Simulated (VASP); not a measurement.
# CaZn (P4/mmm) in VASP: notebook

CaZn is run at these levels: LDA; tasks: single point.

All numbers are computed with VASP 6.6.1; they aren't measurements. Logs are shortened: lines on timing, memory, paths and dates and some standing lists are left out, and cuts for length are marked.

## 1. The cell of the first run

It takes space group P4/mmm (No. 123, tetragonal). Conventional cell: a = 4.096 Å, b = 4.096 Å, c = 2.896 Å, α = 90.00°, β = 90.00°, γ = 90.00°. Ca (site symmetry 4/mmm) has 2 Ca at 2.90 Å and 8 Zn at 3.24 Å within 3.8 Å. Zn (site symmetry 4/mmm) has 2 Zn at 2.90 Å and 8 Ca at 3.24 Å within 3.8 Å.

## 2. Single point, LDA

File INCAR:

```
SYSTEM = CaZn
PREC     = Accurate       ! precision mode
ENCUT    = 520            ! plane-wave cutoff, eV
EDIFF    = 1E-7           ! SCF threshold, eV
ISMEAR   = 0              ! smearing method
SIGMA    = 0.15           ! smearing width, eV
LREAL    = .False.        ! projectors in reciprocal space
LASPH    = .True.         ! aspherical terms in the spheres
NELM     = 100            ! most SCF steps
ALGO     = Fast           ! electronic algorithm
ISIF     = 2              ! what is computed and relaxed
LWAVE    = .False.        ! write WAVECAR
LCHARG   = .False.        ! write CHGCAR
GGA      = CA             ! functional
NBANDS   = 18             ! bands
```

File KPOINTS:

```
regular mesh
0
Gamma
  14 14 14
  0 0 0
```

File POSCAR:

```
CaZn
1.0
    4.0957151789      0.0000000000      0.0000000000
    0.0000000000      4.0957151789      0.0000000000
    0.0000000000      0.0000000000      2.8956706315
Ca Zn
1 1
Direct
    0.0000000000      0.0000000000      0.0000000000
    0.5000000000      0.5000000000      0.5000000000
```

Potentials or basis: VASP PAW LDA potentials, release 64 (Ca_sv, Zn).

The run is started by

```console
cat potpaw_LDA.64/Ca_sv/POTCAR potpaw_LDA.64/Zn/POTCAR > POTCAR
mpirun -np 1 vasp_std > vasp.out
```

OUTCAR:

```text
SYSTEM = CaZn
   PREC = Accurate
   ENCUT = 520
   EDIFF = 1E-7
   ISMEAR = 0
   LREAL = .False.
   LASPH = .True.
   NELM = 100
   ISIF = 2
   GGA = CA

 ion  position               nearest neighbor table
   1  0.000  0.000  0.000-
   2  0.500  0.500  0.500-

  LATTYP: Found a simple tetragonal cell.
 ALAT       =     4.0957151789
 C/A-ratio  =     0.7070000000

  Lattice vectors:

 A1 = (   4.0957151789,   0.0000000000,   0.0000000000)
 A2 = (   0.0000000000,   4.0957151789,   0.0000000000)
 A3 = (   0.0000000000,   0.0000000000,   2.8956706315)

Analysis of symmetry for initial positions (statically):
=====================================================================
 Subroutine PRICEL returns:
 Original cell was already a primitive cell.

 Routine SETGRP: Setting up the symmetry group for a
 simple tetragonal supercell.

 Subroutine GETGRP returns: Found 16 space group operations
 (whereof 16 operations were pure point group operations)
 out of a pool of 16 trial point group operations.

The static configuration has the point symmetry D_4h.

Analysis of symmetry for dynamics (positions and initial velocities):
=====================================================================
 Subroutine PRICEL returns:
 Original cell was already a primitive cell.

 Routine SETGRP: Setting up the symmetry group for a
 simple tetragonal supercell.

 Subroutine GETGRP returns: Found 16 space group operations
 (whereof 16 operations were pure point group operations)
 out of a pool of 16 trial point group operations.

The dynamic configuration has the point symmetry D_4h.

 Subroutine INISYM returns: Found 16 space group operations
 (whereof 16 operations are pure point group operations),
 and found     1 'primitive' translations

----------------------------------------------------------------------------------------

                                     Primitive cell

  volume of cell :      48.5745

  direct lattice vectors                    reciprocal lattice vectors
     4.095715179  0.000000000  0.000000000     0.244157603  0.000000000  0.000000000
     0.000000000  4.095715179  0.000000000     0.000000000  0.244157603  0.000000000
     0.000000000  0.000000000  2.895670631     0.000000000  0.000000000  0.345343144

  length of vectors
     4.095715179  4.095715179  2.895670631     0.244157603  0.244157603  0.345343144

  position of ions in fractional coordinates (direct lattice)
     0.000000000  0.000000000  0.000000000
     0.500000000  0.500000000  0.500000000

  ion indices of the primitive-cell ions
   primitive index   ion index
                 1           1
                 2           2

----------------------------------------------------------------------------------------

 KPOINTS: regular mesh

Automatic generation of k-mesh.
 Grid dimensions read from file:
 generate k-points for:   14   14   14

 Generating k-lattice:

  Cartesian coordinates                     Fractional coordinates (reciprocal lattice)
     0.017439829  0.000000000  0.000000000     0.071428571  0.000000000  0.000000000
     0.000000000  0.017439829  0.000000000     0.000000000  0.071428571  0.000000000
     0.000000000  0.000000000  0.024667367     0.000000000  0.000000000  0.071428571

  Length of vectors
     0.017439829  0.017439829  0.024667367

  Shift w.r.t. Gamma in fractional coordinates (k-lattice)
     0.000000000  0.000000000  0.000000000

 Subroutine IBZKPT returns following result:
 ===========================================

 Found    288 irreducible k-points:

 Following reciprocal coordinates:
            Coordinates               Weight
  0.000000  0.000000  0.000000      1.000000
  0.071429  0.000000  0.000000      4.000000
  0.142857  0.000000  0.000000      4.000000
  0.214286  0.000000  0.000000      4.000000
  0.285714  0.000000  0.000000      4.000000
  0.357143  0.000000  0.000000      4.000000
[... 16 lines left out ...]
  0.285714  0.214286  0.000000      8.000000
  0.357143  0.214286  0.000000      8.000000
 [... further k-points ...]
   k-points           NKPTS =    288   k-points in BZ     NKDIM =    288   number of bands    NBANDS=     18
   number of dos      NEDOS =    301   number of ions     NIONS =      2
   total plane-waves  NPLWV =  21600
   dimension x,y,z NGX =    30 NGY =   30 NGZ =   24
   dimension x,y,z NGXF=    60 NGYF=   60 NGZF=   48
   ions per type =               1   1
   NGX,Y,Z   is equivalent  to a cutoff of  12.18, 12.18, 13.78 a.u.
   NGXF,Y,Z  is equivalent  to a cutoff of  24.35, 24.35, 27.56 a.u.
 SYSTEM =  CaZn
   PREC   = accura    normal or accurate (medium, high low for compatibility)
   ISTART =      0    job   : 0-new  1-cont  2-samecut
   ICHARG =      2    charge: 1-file 2-atom 10-const
   ISPIN  =      1    spin polarized calculation?
   LNONCOLLINEAR =      F non collinear calculations
   LSORBIT =      F    spin-orbit coupling
   LASPH  =      T    aspherical Exc in radial PAW
   ENCUT  =  520.0 eV  38.22 Ry    6.18 a.u.   7.62  7.62  5.38*2*pi/ulx,y,z
   NELM   =    100;   NELMIN=  2; NELMDL= -5     # of ELM steps
   EDIFF  = 0.1E-06   stopping-criterion for ELM
   LREAL  =      F    real-space projection
   EDIFFG = 0.1E-05   stopping-criterion for IOM
   NSW    =      0    number of steps for IOM
   IBRION =     -1    ionic relax: 0-MD 1-quasi-New 2-CG
   NFREE  =      0    steps in history (QN), initial steepest desc. (CG)
   ISIF   =      2    stress and relaxation
   ISYM   =      2    0-nonsym 1-usesym 2-fastsym
   POTIM  = 0.5000    time-step for ionic-motion
   TEBEG  =    0.0;   TEEND  =   0.0 temperature during run
   PSTRESS=    0.0 pullay stress
   NELECT =      22.0000    total number of electrons
   NUPDOWN=      -1.0000    fix difference up-down
   EMIN   =  10.00;   EMAX   =-10.00  energy-range for DOS
   EFERMI =   0.00;   METHOD = LEGACY
   ISMEAR =     0;   SIGMA  =   0.15  broadening in eV -4-tet -1-fermi 0-gaus
   EFERMI_NEDOS =   21; number of points for ismear=-14 and -15
   IALGO  =     68    algorithm
   IMIX   =      4    mixing-type and parameters
     AMIX     =   0.40;   BMIX     =  1.00
     AMIX_MAG =   1.60;   BMIX_MAG =  1.00
  volume/ion in A,a.u.               =      24.29       163.90
  Fermi-wavevector in a.u.,A,eV,Ry     =   1.257225  2.375810 21.505552  1.580613
  Thomas-Fermi vector in A             =   2.390894
   LORBIT       =      0    0 simple, 1 ext, 2 COOP (PROOUT), +10 PAW based schemes
   GGA     = CA    functional components
   LHFCALC =     F    Hartree Fock is set to
   AEXX    =    0.0000 exact exchange contribution
   IVDW    =     0    specifies the selected vdW correction
   LEPSILON=     F    determine dielectric tensor
   LRPA    =     F    only Hartree local field effects (RPA)
 non-spin polarized calculation
 RMM-DIIS sequential band-by-band and
 Gauss-broadening in eV      SIGMA  =   0.15
  energy-cutoff  :      520.00
  volume of cell :       48.57
 maximum number of plane-waves:      1323
   NGX = 15   NGY = 15   NGZ = 11

 number of electron      21.9999990 magnetization

 Free energy of the ion-electron system (eV)
  ---------------------------------------------------
  ext. energy  EPLUGINS =         0.00000000
  ---------------------------------------------------
  free energy    TOTEN  =        -4.06713777 eV

  energy without entropy =       -4.04979195  energy(sigma->0) =       -4.05846486

 E-fermi :   2.3575     XC(G=0):  -9.7881

 val. band max:        2.3508082032   @ k =   0.5000   0.2857   0.4286
 cond. band min:       2.3622947110   @ k =   0.3571   0.2143   0.0714
 fundamental gap:      0.0114865078
 Fermi energy:         2.3575153359

 k-point     1 :       0.0000    0.0000    0.0000
  band No.  band energies     occupation
      1     -38.5639      2.00000
      2     -19.7756      2.00000
      3     -19.7756      2.00000
      4     -19.4557      2.00000
      5      -4.9585      2.00000
      6      -4.7200      2.00000
[... 10 lines left out ...]
     17       7.6892      0.00000
     18       8.3873      0.00000

 k-point     2 :       0.0714    0.0000    0.0000
  band No.  band energies     occupation
      1     -38.5637      2.00000
      2     -19.7789      2.00000
      3     -19.7754      2.00000
      4     -19.4556      2.00000
      5      -4.9569      2.00000
      6      -4.7163      2.00000
[... 10 lines left out ...]
     17       7.6900      0.00000
     18       8.6171      0.00000

 k-point     3 :       0.1429    0.0000    0.0000
  band No.  band energies     occupation
      1     -38.5633      2.00000
      2     -19.7878      2.00000
      3     -19.7747      2.00000
      4     -19.4553      2.00000
      5      -4.9531      2.00000
      6      -4.7062      2.00000
[... 10 lines left out ...]
     17       7.6921      0.00000
     18       9.1082      0.00000

 k-point     4 :       0.2143    0.0000    0.0000
  band No.  band energies     occupation
      1     -38.5627      2.00000
      2     -19.8007      2.00000
      3     -19.7738      2.00000
      4     -19.4549      2.00000
      5      -4.9483      2.00000
      6      -4.6924      2.00000
[... 10 lines left out ...]
     17       7.6952      0.00000
     18       9.4237      0.00000

 k-point     5 :       0.2857    0.0000    0.0000
  band No.  band energies     occupation
      1     -38.5620      2.00000
      2     -19.8149      2.00000
      3     -19.7727      2.00000
      4     -19.4544      2.00000
      5      -4.9438      2.00000
      6      -4.6776      2.00000
[... 10 lines left out ...]
     17       7.8808      0.00000
     18       9.2860      0.00000

 k-point     6 :       0.3571    0.0000    0.0000
  band No.  band energies     occupation
      1     -38.5614      2.00000
      2     -19.8276      2.00000
      3     -19.7717      2.00000
      4     -19.4540      2.00000
      5      -4.9402      2.00000
      6      -4.6689      2.00000
[... 307 lines left out ...]
 k-point    21 :       0.5000    0.1429    0.0000
  band No.  band energies     occupation
      1     -38.5602      2.00000
      2     -19.8375      2.00000
      3     -19.7817      2.00000
      4     -19.4531      2.00000
      5      -4.9374      2.00000
      6      -4.6829      2.00000
[... 10 lines left out ...]
     17       8.0898      0.00000
     18       8.8316      0.00000

 k-point    22 :       0.2143    0.2143    0.0000
  band No.  band energies     occupation
      1     -38.5615      2.00000
      2     -19.7993      2.00000
      3     -19.7963      2.00000
      4     -19.4540      2.00000
      5      -4.9441      2.00000
      6      -4.6847      2.00000
[... 10 lines left out ...]
     17       7.5968      0.00000
     18      10.1951      0.00000

 k-point    23 :       0.2857    0.2143    0.0000
  band No.  band energies     occupation
      1     -38.5608      2.00000
      2     -19.8117      2.00000
      3     -19.7961      2.00000
      4     -19.4535      2.00000
      5      -4.9417      2.00000
      6      -4.6904      2.00000
[... 10 lines left out ...]
     17       7.5881      0.00000
     18       9.6405      0.00000

 k-point    24 :       0.3571    0.2143    0.0000
  band No.  band energies     occupation
      1     -38.5602      2.00000
      2     -19.8239      2.00000
      3     -19.7947      2.00000
      4     -19.4531      2.00000
      5      -4.9397      2.00000
      6      -4.6947      2.00000
[... 10 lines left out ...]
     17       7.5949      0.00000
     18       9.0224      0.00000

 [... further k-points ...]
[... 5 lines left out ...]
  --------------------------------------------------------------------------------------
  -------------------------------------------------------------------------------------
  Total       -2.4407675     -2.4407675      2.1989714      0.0000000      0.0000000      0.0000000
  in kB      -80.5060173    -80.5060173     72.5306388      0.0000000      0.0000000      0.0000000
  external PRESSURE =     -29.4937986 kB  Pullay stress =       0.0000000 kB

 VOLUME and BASIS-vectors are now :
 -----------------------------------------------------------------------------
  energy-cutoff  :      520.00
  volume of cell :       48.57
      direct lattice vectors                 reciprocal lattice vectors
     4.095715179  0.000000000  0.000000000     0.244157603  0.000000000  0.000000000
     0.000000000  4.095715179  0.000000000     0.000000000  0.244157603  0.000000000
     0.000000000  0.000000000  2.895670631     0.000000000  0.000000000  0.345343144

 POSITION                                       TOTAL-FORCE (eV/Angst)
 -----------------------------------------------------------------------------------
      0.00000      0.00000      0.00000         0.000000      0.000000      0.000000
      2.04786      2.04786      1.44784         0.000000      0.000000      0.000000
 -----------------------------------------------------------------------------------
    total drift:                                0.000000      0.000000      0.000000

  FREE ENERGIE OF THE ION-ELECTRON SYSTEM (eV)
  ---------------------------------------------------
  free  energy   TOTEN  =        -4.0671377723 eV

  energy  without entropy=       -4.0497919524  energy(sigma->0) =       -4.05846486
```

It took 3.2 min on 1 thread of AMD EPYC 9R45 (Zen 5), shared host; peak memory 0.32 GiB.

What came out:

- Free energy: -4.0671 eV
- Pressure: -2.9 GPa
- Band gap on the k mesh: zero (bands 11 and 12 overlap by 2.68 eV)

Caveat: the stress differs along the axes, from -8 to 7 GPa.

## 3. Single point, LDA

This run uses another cell than the first one, of the same volume but with other edges.

File INCAR:

```
ALGO     = Fast           # electronic algorithm
EDIFF    = 1E-6           # SCF threshold, eV
ENCUT    = 520            # plane-wave cutoff, eV
ISIF     = 2              # what is computed and relaxed
ISMEAR   = 0              # smearing method
LASPH    = T              # aspherical terms in the spheres
LCHARG   = T              # write CHGCAR
LELF     = T              # ELF
LREAL    = F              # projectors in reciprocal space
LVHAR    = T            
LWAVE    = F              # write WAVECAR
NBANDS   = 18             # bands
NELM     = 60             # most SCF steps
PREC     = Accurate       # precision mode
SIGMA    = 0.15           # smearing width, eV
```

File KPOINTS:

```
k-points
0
Gamma
  14 14 14
```

File POSCAR:

```
CaZn
1.0
    3.2507712918      0.0000000000      0.0000000000
    0.0000000000      3.2507712918      0.0000000000
    0.0000000000      0.0000000000      4.5965906066
Ca Zn
1 1
Direct
    0.0000000000      0.0000000000      0.0000000000
    0.5000000000      0.5000000000      0.5000000000
```

Potentials or basis: VASP PAW LDA potentials, release 64 (Ca_sv, Zn).

The run is started by

```console
cat potpaw_LDA.64/Ca_sv/POTCAR potpaw_LDA.64/Zn/POTCAR > POTCAR
mpirun -np 1 vasp_std > vasp.out
```

OUTCAR:

```text
EDIFF = 1E-6
   ENCUT = 520
   ISIF = 2
   ISMEAR = 0
   LASPH = T
   LREAL = F
   NELM = 60
   PREC = Accurate

 ion  position               nearest neighbor table
   1  0.000  0.000  0.000-
   2  0.500  0.500  0.500-

  LATTYP: Found a simple tetragonal cell.
 ALAT       =     3.2507712918
 C/A-ratio  =     1.4140000000

  Lattice vectors:

 A1 = (   3.2507712918,   0.0000000000,   0.0000000000)
 A2 = (   0.0000000000,   3.2507712918,   0.0000000000)
 A3 = (   0.0000000000,   0.0000000000,   4.5965906066)

Analysis of symmetry for initial positions (statically):
=====================================================================
 Subroutine PRICEL returns:
 Original cell was already a primitive cell.

 Routine SETGRP: Setting up the symmetry group for a
 simple tetragonal supercell.

 Subroutine GETGRP returns: Found 16 space group operations
 (whereof 16 operations were pure point group operations)
 out of a pool of 16 trial point group operations.

The static configuration has the point symmetry D_4h.
[... 150 lines left out ...]
   NGX = 13   NGY = 13   NGZ = 17

 number of electron      21.9999999 magnetization

 Free energy of the ion-electron system (eV)
  ---------------------------------------------------
  ext. energy  EPLUGINS =         0.00000000
  ---------------------------------------------------
  free energy    TOTEN  =        -4.23789836 eV

  energy without entropy =       -4.21867058  energy(sigma->0) =       -4.22828447

 E-fermi :   2.3893     XC(G=0):  -9.8046

 val. band max:        2.3878125479   @ k =   0.5000   0.0714   0.3571
 cond. band min:       2.3911155828   @ k =   0.5000   0.5000   0.2857
 fundamental gap:      0.0033030349
 Fermi energy:         2.3892893066

 k-point     1 :       0.0000    0.0000    0.0000
  band No.  band energies     occupation
      1     -38.3614      2.00000
      2     -19.6514      2.00000
      3     -19.4781      2.00000
      4     -19.4781      2.00000
      5      -4.7727      2.00000
      6      -4.7204      2.00000
[... 481 lines left out ...]
      5      -4.6442      2.00000
      6      -4.6189      2.00000
[... 10 lines left out ...]
     17       8.0732      0.00000
     18       9.3152      0.00000

 [... further k-points ...]
[... 5 lines left out ...]
  --------------------------------------------------------------------------------------
  -------------------------------------------------------------------------------------
  Total       -0.0786857     -0.0786857     -2.4528503      0.0000000     -0.0000000      0.0000000
  in kB       -2.5953594     -2.5953594    -80.9045556      0.0000000     -0.0000000      0.0000000
  external PRESSURE =     -28.6984248 kB  Pullay stress =       0.0000000 kB

 VOLUME and BASIS-vectors are now :
 -----------------------------------------------------------------------------
  energy-cutoff  :      520.00
  volume of cell :       48.57
      direct lattice vectors                 reciprocal lattice vectors
     3.250771292  0.000000000  0.000000000     0.307619303  0.000000000  0.000000000
     0.000000000  3.250771292  0.000000000     0.000000000  0.307619303  0.000000000
     0.000000000  0.000000000  4.596590607     0.000000000  0.000000000  0.217552548

 POSITION                                       TOTAL-FORCE (eV/Angst)
 -----------------------------------------------------------------------------------
      0.00000      0.00000      0.00000         0.000000      0.000000      0.000000
      1.62539      1.62539      2.29830         0.000000      0.000000      0.000000
 -----------------------------------------------------------------------------------
    total drift:                                0.000000      0.000000     -0.000000

  FREE ENERGIE OF THE ION-ELECTRON SYSTEM (eV)
  ---------------------------------------------------
  free  energy   TOTEN  =        -4.2378983586 eV

  energy  without entropy=       -4.2186705841  energy(sigma->0) =       -4.22828447
```

Run time: 2.5 min. Hardware: 1 thread of AMD EPYC 9R45 (Zen 5), shared host; peak memory 0.32 GiB.

What came out:

| Property | Result |
| --- | --- |
| Free energy | -4.2379 eV |
| Pressure | -2.9 GPa |
| Band gap on the k mesh | zero (bands 11 and 12 overlap by 1.38 eV) |

Levels at points of the mesh, in eV from the Fermi level:
| k point | band 9 | band 10 | band 11 | band 12 | band 13 | band 14 |
| --- | --- | --- | --- | --- | --- | --- |
| (0.00, 0.00, 0.00) | -6.84 | -6.54 | 0.24 | 0.92 | 1.27 | 4.51 |
| (0.50, 0.00, 0.00) | -6.90 | -3.33 | -2.24 | 0.26 | 1.68 | 3.52 |
| (0.50, 0.50, 0.00) | -6.73 | -1.94 | 0.77 | 0.77 | 2.33 | 2.41 |
| (0.00, 0.00, 0.50) | -6.84 | -5.34 | -3.29 | 1.32 | 2.86 | 3.74 |
| (0.50, 0.00, 0.50) | -6.88 | -3.40 | -0.86 | -0.03 | 0.72 | 3.77 |
| (0.50, 0.50, 0.50) | -6.73 | -0.82 | -0.30 | -0.30 | 0.14 | 4.33 |

Caveat: the stress differs along the axes, from -8 to -0 GPa.
